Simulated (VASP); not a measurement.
# VH (P6_3/mmc) in VASP: notebook, part 2 of 2

VASP 6.6.1. The steps go on from the part before.

## 3. Single point, LDA, collinear spin, ferromagnetic start

INCAR reads:

```
  PREC = Accurate
  ENCUT = 520
  EDIFF = 1E-6
  ISMEAR = 1
  SIGMA = 0.05
  LREAL = F
  LASPH = T
  NELM = 150
  ALGO = Normal
  ISIF = 2
  LWAVE = F
  LCHARG = T
  ISPIN = 2
  MAGMOM = 1.2 1.2 0 0
  LORBIT = 11
  LMAXMIX = 4
  LELF = T
  LVHAR = T
  NBANDS = 26
```

KPOINTS reads:

```
Automatic mesh
0
Gamma
  6 6 3
```

POSCAR reads:

```
VH
1.0
    2.7355800000      0.0000000000      0.0000000000
   -1.3677900000      2.3690820000      0.0000000000
    0.0000000000      0.0000000000      4.9359680000
V H
2 2
Direct
    0.0000000000      0.0000000000      0.0000000000
    0.0000000000      0.0000000000      0.5000000000
    0.6666666667      0.3333333333      0.7500000000
    0.3333333333      0.6666666667      0.2500000000
```

Potentials or basis: VASP PAW LDA potentials, release 64 (V_sv, H).

Command:

```
$ cat potpaw_LDA.64/V_sv/POTCAR potpaw_LDA.64/H/POTCAR > POTCAR
$ mpirun -np 1 vasp_std > vasp.out
```

OUTCAR:

```text
PREC = Accurate
   ENCUT = 520
   EDIFF = 1E-6
   ISMEAR = 1
   LREAL = F
   LASPH = T
   NELM = 150
   ISIF = 2
   ISPIN = 2
   LORBIT = 11

 ion  position               nearest neighbor table
   1  0.000  0.000  0.000-   2 2.47   2 2.47
   2  0.000  0.000  0.500-   1 2.47   1 2.47
   3  0.667  0.333  0.750-
   4  0.333  0.667  0.250-

  LATTYP: Found a hexagonal cell.
 ALAT       =     2.7355800000
 C/A-ratio  =     1.8043588563

  Lattice vectors:

 A1 = (   2.7355800000,   0.0000000000,   0.0000000000)
 A2 = (  -1.3677900000,   2.3690820000,   0.0000000000)
 A3 = (   0.0000000000,   0.0000000000,   4.9359680000)

Analysis of symmetry for initial positions (statically):
=====================================================================
 Subroutine PRICEL returns:
 Original cell was already a primitive cell.

 Routine SETGRP: Setting up the symmetry group for a
 hexagonal supercell.

 Subroutine GETGRP returns: Found 24 space group operations
 (whereof 12 operations were pure point group operations)
 out of a pool of 24 trial point group operations.

The static configuration has the point symmetry D_3d.
 The point group associated with its full space group is D_6h.

Analysis of symmetry for dynamics (positions and initial velocities):
=====================================================================
 Subroutine PRICEL returns:
 Original cell was already a primitive cell.

 Routine SETGRP: Setting up the symmetry group for a
 hexagonal supercell.

 Subroutine GETGRP returns: Found 24 space group operations
 (whereof 12 operations were pure point group operations)
 out of a pool of 24 trial point group operations.

The dynamic configuration has the point symmetry D_3d.
 The point group associated with its full space group is D_6h.

Analysis of structural, dynamic, and magnetic symmetry:
=====================================================================
 Subroutine PRICEL returns:
 Original cell was already a primitive cell.

 Routine SETGRP: Setting up the symmetry group for a
 hexagonal supercell.

 Subroutine GETGRP returns: Found 24 space group operations
 (whereof 12 operations were pure point group operations)
 out of a pool of 24 trial point group operations.

The overall configuration has the point symmetry D_3d.
 The point group associated with its full space group is D_6h.

 Subroutine INISYM returns: Found 24 space group operations
 (whereof 12 operations are pure point group operations),
 and found     1 'primitive' translations

----------------------------------------------------------------------------------------

                                     Primitive cell

  volume of cell :      31.9891

  direct lattice vectors                    reciprocal lattice vectors
     2.735580000  0.000000000  0.000000000     0.365553192  0.211052213  0.000000000
    -1.367790000  2.369082000  0.000000000     0.000000000  0.422104427  0.000000000
     0.000000000  0.000000000  4.935968000     0.000000000  0.000000000  0.202594506

  length of vectors
     2.735580000  2.735580196  4.935968000     0.422104457  0.422104427  0.202594506

[... 70 lines left out ...]
   LASPH  =      T    aspherical Exc in radial PAW
   ENCUT  =  520.0 eV  38.22 Ry    6.18 a.u.   5.09  5.09  9.18*2*pi/ulx,y,z
   NELM   =    150;   NELMIN=  2; NELMDL= -5     # of ELM steps
   EDIFF  = 0.1E-05   stopping-criterion for ELM
   LREAL  =      F    real-space projection
   EDIFFG = 0.1E-04   stopping-criterion for IOM
   NSW    =      0    number of steps for IOM
   IBRION =     -1    ionic relax: 0-MD 1-quasi-New 2-CG
   NFREE  =      0    steps in history (QN), initial steepest desc. (CG)
   ISIF   =      2    stress and relaxation
   ISYM   =      2    0-nonsym 1-usesym 2-fastsym
   POTIM  = 0.5000    time-step for ionic-motion
   TEBEG  =    0.0;   TEEND  =   0.0 temperature during run
   PSTRESS=    0.0 pullay stress
   NELECT =      28.0000    total number of electrons
   NUPDOWN=      -1.0000    fix difference up-down
   EMIN   =  10.00;   EMAX   =-10.00  energy-range for DOS
   EFERMI =   0.00;   METHOD = LEGACY
   ISMEAR =     1;   SIGMA  =   0.05  broadening in eV -4-tet -1-fermi 0-gaus
   EFERMI_NEDOS =   21; number of points for ismear=-14 and -15
   IALGO  =     38    algorithm
   IMIX   =      4    mixing-type and parameters
     AMIX     =   0.40;   BMIX     =  1.00
     AMIX_MAG =   1.60;   BMIX_MAG =  1.00
  volume/ion in A,a.u.               =       8.00        53.97
  Fermi-wavevector in a.u.,A,eV,Ry     =   1.566006  2.959323 33.366606  2.452376
  Thomas-Fermi vector in A             =   2.668398
   LORBIT       =     11    0 simple, 1 ext, 2 COOP (PROOUT), +10 PAW based schemes
   GGA     = CA    functional components
   LHFCALC =     F    Hartree Fock is set to
   AEXX    =    0.0000 exact exchange contribution
   IVDW    =     0    specifies the selected vdW correction
   LEPSILON=     F    determine dielectric tensor
   LRPA    =     F    only Hartree local field effects (RPA)
 spin polarized calculation
 Methfessel and Paxton  Order N= 1 SIGMA  =   0.05
  energy-cutoff  :      520.00
  volume of cell :       31.99
 maximum number of plane-waves:       869
   NGX = 11   NGY = 11   NGZ = 19

 number of electron      27.9999999 magnetization       0.0022936

 number of electron      27.9999999 magnetization      -0.0035787

 Free energy of the ion-electron system (eV)
  ---------------------------------------------------
  ext. energy  EPLUGINS =         0.00000000
  ---------------------------------------------------
  free energy    TOTEN  =       -26.84829213 eV

  energy without entropy =      -26.84722294  energy(sigma->0) =      -26.84793574

 E-fermi :   9.4629     XC(G=0): -12.9072

 val. band max:        9.4555860817   @ k =   0.1667   0.0000   0.0000
 cond. band min:       9.4705424610   @ k =   0.5000   0.0000   0.3333
 fundamental gap:      0.0149563793
 Fermi energy:         9.4629417685

 spin component 1

 k-point     1 :       0.0000    0.0000    0.0000
  band No.  band energies     occupation
      1     -54.1401      1.00000
      2     -53.9772      1.00000
      3     -28.9697      1.00000
      4     -28.0566      1.00000
      5     -28.0566      1.00000
      6     -27.9572      1.00000
[... 395 lines left out ...]
     25      22.0103      0.00000
     26      22.0103      0.00000
 Fermi energy:         9.4629417685

 spin component 2

 k-point     1 :       0.0000    0.0000    0.0000
  band No.  band energies     occupation
      1     -54.1416      1.00000
      2     -53.9786      1.00000
      3     -28.9713      1.00000
      4     -28.0579      1.00000
      5     -28.0579      1.00000
      6     -27.9585      1.00000
[... 395 lines left out ...]
     25      22.0097      0.00000
     26      22.0097      0.00000

------------------------ aborting loop because EDIFF is reached ----------------------------------------

  FORCE on cell =-STRESS in cart. coord.  units (eV):
  Direction    XX          YY          ZZ          XY          YZ          ZX
  --------------------------------------------------------------------------------------
  -------------------------------------------------------------------------------------
  Total       -2.4073045     -2.4073049     -2.5794742      0.0000000      0.0000000      0.0000000
  in kB     -120.5701368   -120.5701598   -129.1932774      0.0000000      0.0000000      0.0000000
  external PRESSURE =    -123.4445247 kB  Pullay stress =       0.0000000 kB

 VOLUME and BASIS-vectors are now :
 -----------------------------------------------------------------------------
  energy-cutoff  :      520.00
  volume of cell :       31.99
      direct lattice vectors                 reciprocal lattice vectors
     2.735580000  0.000000000  0.000000000     0.365553192  0.211052213  0.000000000
    -1.367790000  2.369082000  0.000000000     0.000000000  0.422104427  0.000000000
     0.000000000  0.000000000  4.935968000     0.000000000  0.000000000  0.202594506

 POSITION                                       TOTAL-FORCE (eV/Angst)
 -----------------------------------------------------------------------------------
      0.00000      0.00000      0.00000         0.000000      0.000000      0.000000
      0.00000      0.00000      2.46798         0.000000      0.000000      0.000000
      1.36779      0.78969      3.70198         0.000000     -0.000000      0.000000
     -0.00000      1.57939      1.23399        -0.000000      0.000000     -0.000000
 -----------------------------------------------------------------------------------
    total drift:                                0.000000      0.000000     -0.000000

  FREE ENERGIE OF THE ION-ELECTRON SYSTEM (eV)
  ---------------------------------------------------
  free  energy   TOTEN  =       -26.8482921350 eV

  energy  without entropy=      -26.8472229392  energy(sigma->0) =      -26.84793574

 total charge

# of ion       s       p       d       tot
------------------------------------------
    1        2.285   6.179   3.267  11.730
    2        2.285   6.179   3.267  11.730
    3        0.516   0.027   0.000   0.543
    4        0.516   0.027   0.000   0.543
--------------------------------------------------
tot          5.601  12.412   6.534  24.546

 magnetization (x)

# of ion       s       p       d       tot
------------------------------------------
    1       -0.000  -0.000  -0.001  -0.001
    2       -0.000  -0.000  -0.001  -0.001
    3        0.000  -0.000   0.000   0.000
    4        0.000  -0.000   0.000   0.000
--------------------------------------------------
tot          0.000  -0.000  -0.003  -0.003
```

stdout:

```text
POSCAR found type information on POSCAR V H
 POSCAR found :  2 types and       4 ions
 scaLAPACK will be used
 LDA part: xc-table for (Slater(with rela. corr.)+CA(PZ))
 , standard interpolation
 POSCAR, INCAR and KPOINTS ok, starting setup
 FFT: planning ... GRIDC
 FFT: planning ... GRID_SOFT
 FFT: planning ... GRID
 WAVECAR not read
 entering main loop
```

Wall time 16 s (1 thread of Intel Xeon Platinum 8259CL at 2.50GHz (Skylake/Cascade Lake), shared host); peak memory 0.14 GiB.

Results:

```
Free energy                                           : -26.8483 eV
Pressure                                              : -12.3 GPa
Band gap on the k mesh                                : zero (filled and empty bands overlap)
Net moment                                            : 0.00 μB per cell
Valence electrons inside the program's atomic spheres : V 11.73; H 0.54
```

Stress tensor (GPa, compression positive):
```
-12.06   0.00   0.00
  0.00 -12.06   0.00
  0.00   0.00 -12.92
```

Caveat: the k points lie up to 0.44 Å⁻¹ apart.

## 4. Single point, LDA, collinear spin, antiferromagnetic start

INCAR reads:

```
ALGO = Normal
EDIFF = 1E-6
ENCUT = 520
ISIF = 2
ISMEAR = 1
ISPIN = 2
LASPH = T
LCHARG = F
LMAXMIX = 4
LORBIT = 11
LREAL = F
LWAVE = F
MAGMOM = 1.2 -1.2 0 0
NBANDS = 26
NELM = 150
PREC = Accurate
SIGMA = 0.05
```

KPOINTS reads:

```
k-points
0
Gamma
  6 6 3
```

POSCAR is that of step 3.

Command:

```
$ cat potpaw_LDA.64/V_sv/POTCAR potpaw_LDA.64/H/POTCAR > POTCAR
$ mpirun -np 1 vasp_std > vasp.out
```

Wall time 15 s (1 thread of Intel Xeon Platinum 8259CL at 2.50GHz (Skylake/Cascade Lake), shared host); peak memory 0.14 GiB.

The run converged. Its results:

```
Free energy                                           : -26.8483 eV
Pressure                                              : -12.3 GPa
Band gap on the k mesh                                : zero (filled and empty bands overlap)
Net moment                                            : 0.00 μB per cell
Valence electrons inside the program's atomic spheres : V 11.73; H 0.54
```

Stress tensor (GPa, compression positive):
```
-12.05   0.00   0.00
  0.00 -12.05   0.00
  0.00   0.00 -12.92
```

Levels at points of the mesh, in eV from the Fermi level:
Spin up:
```csv
k point,band 12,band 13,band 14,band 15,band 16,band 17
"(0.00, 0.00, 0.00)",-2.62,-0.47,-0.47,0.28,0.28,0.36
"(0.50, 0.00, 0.00)",-2.15,-2.10,-0.54,0.94,2.18,2.54
```
Spin down:
```csv
k point,band 12,band 13,band 14,band 15,band 16,band 17
"(0.00, 0.00, 0.00)",-2.62,-0.47,-0.47,0.28,0.28,0.36
"(0.50, 0.00, 0.00)",-2.15,-2.10,-0.54,0.94,2.18,2.54
```

Caveat: the k points lie up to 0.44 Å⁻¹ apart.

## 5. Overview

```tsv
spin	gap on the mesh (eV)	pressure (GPa)	moment (μB)
off	none	-12.3	-
collinear, ferromagnetic start	none	-12.3	0.00
collinear, antiferromagnetic start	none	-12.3	0.00
```

Alike in all rows: task single point; level LDA; potentials or basis VASP PAW LDA potentials, release 64 (V_sv, H); cell as given; k mesh 6 × 6 × 3; cutoff (eV) 520; smearing methfessel-paxton 0.05 eV.

Caveats: all runs use coarse meshes.

Absolute energies hang on the potentials; compare differences alone.
